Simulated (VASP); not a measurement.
# AlRu (P4mm) in VASP: further runs

The runs below take AlRu through single point, with PBE.

Program: VASP 6.6.1. These are calculated values, not measurements. Logs are shortened: lines on timing, memory, paths and dates and some standing lists are left out, and cuts for length are marked.

## 1. The cell of the first run

The structure is tetragonal, space group P4mm (No. 99). The conventional cell has a = 2.992 Å, b = 2.992 Å, c = 2.992 Å, α = 90.00°, β = 90.00°, γ = 90.00°. Within 3.1 Å of Al (site symmetry 4mm) lie 8 Ru at 2.36 to 2.87 Å and 6 Al at 2.99 Å. Ru (site symmetry 4mm) has 8 Al at 2.36 to 2.87 Å and 6 Ru at 2.99 Å within 3.1 Å.

## 2. Single point, PBE (atom 1 (Al) moved by (-0.450, +0.000) A along x and z)

Contents of INCAR:

```
SYSTEM = AlRu
PREC = Accurate
ENCUT = 520
EDIFF = 1E-6
ISMEAR = 0
SIGMA = 0.15
LREAL = .FALSE.
LASPH = .TRUE.
NELM = 60
ALGO = Fast
ISIF = 2
LWAVE = .FALSE.
LCHARG = .FALSE.
GGA = PE
NBANDS = 16
```

Contents of KPOINTS:

```
Automatic mesh
0
G
  16 16 16
  0 0 0
```

Contents of POSCAR:

```
AlRu
1.0
    2.9916000000      0.0000000000      0.0000000000
    0.0000000000      2.9916000000      0.0000000000
    0.0000000000      0.0000000000      2.9916000000
Al Ru
1 1
Direct
   -0.1504211793      0.0000000000      0.0000000000
    0.5000000000      0.5000000000      0.5000000000
```

Potentials or basis: VASP PAW PBE potentials, release 64 (Al, Ru_pv).

Command:

```sh
cat potpaw_PBE.64/Al/POTCAR potpaw_PBE.64/Ru_pv/POTCAR > POTCAR
mpirun -np 1 vasp_std > vasp.out
```

OUTCAR:

```text
SYSTEM = AlRu
   PREC = Accurate
   ENCUT = 520
   EDIFF = 1E-6
   ISMEAR = 0
   LREAL = .FALSE.
   LASPH = .TRUE.
   NELM = 60
   ISIF = 2
   GGA = PE

 ion  position               nearest neighbor table
   1  0.850  0.000  0.000-   2 2.36   2 2.36   2 2.36   2 2.36   2 2.87   2 2.87   2 2.87   2 2.87

   2  0.500  0.500  0.500-   1 2.36   1 2.36   1 2.36   1 2.36   1 2.87   1 2.87   1 2.87   1 2.87

  LATTYP: Found a simple cubic cell.
 ALAT       =     2.9916000000

  Lattice vectors:

 A1 = (   2.9916000000,   0.0000000000,   0.0000000000)
 A2 = (   0.0000000000,   2.9916000000,   0.0000000000)
 A3 = (   0.0000000000,   0.0000000000,   2.9916000000)

Analysis of symmetry for initial positions (statically):
=====================================================================
 Subroutine PRICEL returns:
 Original cell was already a primitive cell.

 Routine SETGRP: Setting up the symmetry group for a
 simple cubic supercell.

 Subroutine GETGRP returns: Found  8 space group operations
 (whereof  8 operations were pure point group operations)
 out of a pool of 48 trial point group operations.

The static configuration has the point symmetry C_4v.

Analysis of symmetry for dynamics (positions and initial velocities):
=====================================================================
 Subroutine PRICEL returns:
 Original cell was already a primitive cell.

 Routine SETGRP: Setting up the symmetry group for a
 simple cubic supercell.

 Subroutine GETGRP returns: Found  8 space group operations
 (whereof  8 operations were pure point group operations)
 out of a pool of 48 trial point group operations.

The dynamic configuration has the point symmetry C_4v.

 Subroutine INISYM returns: Found  8 space group operations
 (whereof  8 operations are pure point group operations),
 and found     1 'primitive' translations

----------------------------------------------------------------------------------------

                                     Primitive cell

  volume of cell :      26.7738

  direct lattice vectors                    reciprocal lattice vectors
     2.991600000  0.000000000  0.000000000     0.334269287  0.000000000  0.000000000
     0.000000000  2.991600000  0.000000000     0.000000000  0.334269287  0.000000000
     0.000000000  0.000000000  2.991600000     0.000000000  0.000000000  0.334269287

  length of vectors
     2.991600000  2.991600000  2.991600000     0.334269287  0.334269287  0.334269287

  position of ions in fractional coordinates (direct lattice)
     0.849578821  0.000000000  0.000000000
     0.500000000  0.500000000  0.500000000

[... 79 lines left out ...]
   NSW    =      0    number of steps for IOM
   IBRION =     -1    ionic relax: 0-MD 1-quasi-New 2-CG
   NFREE  =      0    steps in history (QN), initial steepest desc. (CG)
   ISIF   =      2    stress and relaxation
   ISYM   =      2    0-nonsym 1-usesym 2-fastsym
   POTIM  = 0.5000    time-step for ionic-motion
   TEBEG  =    0.0;   TEEND  =   0.0 temperature during run
   PSTRESS=    0.0 pullay stress
   NELECT =      17.0000    total number of electrons
   NUPDOWN=      -1.0000    fix difference up-down
   EMIN   =  10.00;   EMAX   =-10.00  energy-range for DOS
   EFERMI =   0.00;   METHOD = LEGACY
   ISMEAR =     0;   SIGMA  =   0.15  broadening in eV -4-tet -1-fermi 0-gaus
   EFERMI_NEDOS =   21; number of points for ismear=-14 and -15
   IALGO  =     68    algorithm
   IMIX   =      4    mixing-type and parameters
     AMIX     =   0.40;   BMIX     =  1.00
     AMIX_MAG =   1.60;   BMIX_MAG =  1.00
  volume/ion in A,a.u.               =      13.39        90.34
  Fermi-wavevector in a.u.,A,eV,Ry     =   1.407087  2.659009 26.938090  1.979894
  Thomas-Fermi vector in A             =   2.529382
   LORBIT       =      0    0 simple, 1 ext, 2 COOP (PROOUT), +10 PAW based schemes
   GGA     = PE    functional components
   LHFCALC =     F    Hartree Fock is set to
   AEXX    =    0.0000 exact exchange contribution
   IVDW    =     0    specifies the selected vdW correction
   LEPSILON=     F    determine dielectric tensor
   LRPA    =     F    only Hartree local field effects (RPA)
 non-spin polarized calculation
 RMM-DIIS sequential band-by-band and
 Gauss-broadening in eV      SIGMA  =   0.15
  energy-cutoff  :      520.00
  volume of cell :       26.77
 maximum number of plane-waves:       739
 NGX is ok and might be reduce to    24
   NGX = 11   NGY = 11   NGZ = 11

 number of electron      16.9999995 magnetization

 Free energy of the ion-electron system (eV)
  ---------------------------------------------------
  ext. energy  EPLUGINS =         0.00000000
  ---------------------------------------------------
  free energy    TOTEN  =       -13.49353332 eV

  energy without entropy =      -13.47509041  energy(sigma->0) =      -13.48431187

 E-fermi :  10.6125     XC(G=0): -12.5084

 val. band max:       10.6104653775   @ k =   0.1875   0.0000   0.0000
 cond. band min:      10.6137597913   @ k =   0.0000   0.1875   0.1250
 fundamental gap:      0.0032944138
 Fermi energy:        10.6124616523

 k-point     1 :       0.0000    0.0000    0.0000
  band No.  band energies     occupation
      1     -31.0896      2.00000
      2     -31.0896      2.00000
      3     -31.0459      2.00000
      4       1.0931      2.00000
      5       6.8434      2.00000
      6       7.0348      2.00000
[... 433 lines left out ...]
      3     -31.0393      2.00000
      4       1.8372      2.00000
      5       7.0694      2.00000
      6       7.2774      2.00000
[... 8 lines left out ...]
     15      23.1071      0.00000
     16      27.0741      0.00000

 [... further k-points ...]

------------------------ aborting loop because EDIFF is reached ----------------------------------------

  FORCE on cell =-STRESS in cart. coord.  units (eV):
  Direction    XX          YY          ZZ          XY          YZ          ZX
  --------------------------------------------------------------------------------------
  -------------------------------------------------------------------------------------
  Total        0.9906305      3.8070971      3.8070971      0.0000000      0.0000000     -0.0000000
  in kB       59.2804781    227.8211102    227.8211102      0.0000000      0.0000000     -0.0000000
  external PRESSURE =     171.6408995 kB  Pullay stress =       0.0000000 kB

 VOLUME and BASIS-vectors are now :
 -----------------------------------------------------------------------------
  energy-cutoff  :      520.00
  volume of cell :       26.77
      direct lattice vectors                 reciprocal lattice vectors
     2.991600000  0.000000000  0.000000000     0.334269287  0.000000000  0.000000000
     0.000000000  2.991600000  0.000000000     0.000000000  0.334269287  0.000000000
     0.000000000  0.000000000  2.991600000     0.000000000  0.000000000  0.334269287

 POSITION                                       TOTAL-FORCE (eV/Angst)
 -----------------------------------------------------------------------------------
      2.54160      0.00000      0.00000         3.316656     -0.000000      0.000000
      1.49580      1.49580      1.49580        -3.316656      0.000000     -0.000000
 -----------------------------------------------------------------------------------
    total drift:                                0.001578     -0.000000      0.000000

  FREE ENERGIE OF THE ION-ELECTRON SYSTEM (eV)
  ---------------------------------------------------
  free  energy   TOTEN  =       -13.4935333238 eV

  energy  without entropy=      -13.4750904113  energy(sigma->0) =      -13.48431187
```

It took 2.5 min on 1 thread of Intel Xeon 8259CL, shared host; peak memory 0.28 GiB.

Results:

```
Free energy            : -13.4935 eV
Pressure               : 17.2 GPa
Largest force          : 3.317 eV/Å
Band gap on the k mesh : zero (an odd number of electrons rules out a gap without spin polarisation)
```

Forces on the atoms (eV/Å):
```
Al   3.317  0.000  0.000
Ru  -3.317  0.000  0.000
```

Stress tensor (GPa, compression positive):
```
 5.93  0.00  0.00
 0.00 22.78  0.00
 0.00  0.00 22.78
```

Levels at points of the mesh, in eV from the Fermi level:
| k point | band 7 | band 8 | band 9 | band 10 | band 11 | band 12 |
| --- | --- | --- | --- | --- | --- | --- |
| (0.00, 0.00, 0.00) | -0.07 | 0.21 | 0.21 | 6.38 | 6.38 | 6.57 |
| (0.50, 0.00, 0.00) | -1.48 | -1.48 | 0.15 | 2.53 | 8.17 | 10.63 |
| (0.00, 0.50, 0.00) | -1.90 | -1.45 | 0.39 | 2.24 | 7.64 | 10.93 |
| (0.50, 0.50, 0.00) | -1.25 | -1.08 | -0.72 | 1.52 | 5.49 | 5.95 |
| (0.00, 0.50, 0.50) | -1.84 | -0.27 | -0.27 | 1.52 | 5.13 | 5.70 |
| (0.50, 0.50, 0.50) | 1.61 | 1.64 | 2.39 | 3.88 | 3.88 | 4.63 |

Caveat: the cell differs from its parent crystal (atom 1 (Al) moved by (-0.450, +0.000) A along x and z); the cell stands under pressure; forces of over 1 eV/Å act on the atoms, so gaps and moduli don't describe the material at rest.

## 3. Single point, PBE (atom 1 (Al) moved by (-0.225, +0.000) A along x and z)

Contents of INCAR:

```
  ALGO = Fast
  EDIFF = 1E-7
  ENCUT = 520
  GGA = PE
  ISIF = 2
  ISMEAR = 0
  LASPH = True
  LCHARG = False
  LREAL = False
  LWAVE = False
  NBANDS = 16
  NELM = 60
  PREC = Accurate
  SIGMA = 0.15
```

Contents of KPOINTS:

```
k-points
0
Gamma
  16 16 16
```

POSCAR: that of step 2 with these lines changed.

```diff
@@ -8,3 +8,3 @@
 Direct
-   -0.1504211793      0.0000000000      0.0000000000
+   -0.0752105897      0.0000000000      0.0000000000
     0.5000000000      0.5000000000      0.5000000000
```

Potentials or basis: VASP PAW PBE potentials, release 64 (Al, Ru_pv).

Command:

```sh
cat potpaw_PBE.64/Al/POTCAR potpaw_PBE.64/Ru_pv/POTCAR > POTCAR
mpirun -np 1 vasp_std > vasp.out
```

Run time: 2.7 min. Hardware: 1 thread of Intel Xeon 8259CL, shared host; peak memory 0.28 GiB.

It converged, with:

```yaml
Free_energy: -14.0674 eV
Pressure: 6.4 GPa
Largest_force: 1.740 eV/Å
Band_gap_on_the_k_mesh: zero (an odd number of electrons rules out a gap without spin polarisation)
```

Forces on the atoms (eV/Å):
```
Al   1.740  0.000  0.000
Ru  -1.740  0.000  0.000
```

Stress tensor (GPa, compression positive):
```
3.69 0.00 0.00
0.00 7.80 0.00
0.00 0.00 7.80
```

Levels at points of the mesh, in eV from the Fermi level:
| k point | band 6 | band 7 | band 8 | band 9 | band 10 | band 11 | band 12 | band 13 |
| --- | --- | --- | --- | --- | --- | --- | --- | --- |
| (0.00, 0.00, 0.00) | -3.59 | 0.11 | 0.17 | 0.17 | 6.15 | 6.15 | 6.21 | 11.02 |
| (0.50, 0.00, 0.00) | -2.85 | -1.58 | -1.58 | 0.35 | 2.34 | 7.62 | 10.91 | 10.91 |
| (0.00, 0.50, 0.00) | -2.81 | -1.69 | -1.56 | 0.41 | 2.27 | 7.47 | 11.18 | 11.32 |
| (0.50, 0.50, 0.00) | -1.35 | -1.26 | -1.19 | -1.16 | 1.52 | 5.35 | 6.14 | 10.73 |
| (0.00, 0.50, 0.50) | -1.66 | -1.66 | -0.78 | -0.78 | 1.52 | 5.25 | 6.04 | 11.15 |
| (0.50, 0.50, 0.50) | -4.59 | 1.61 | 1.62 | 2.51 | 4.06 | 4.06 | 4.25 | 8.61 |

Caveat: the cell differs from its parent crystal (atom 1 (Al) moved by (-0.225, +0.000) A along x and z); the cell stands under pressure; forces of over 1 eV/Å act on the atoms, so gaps and moduli don't describe the material at rest.
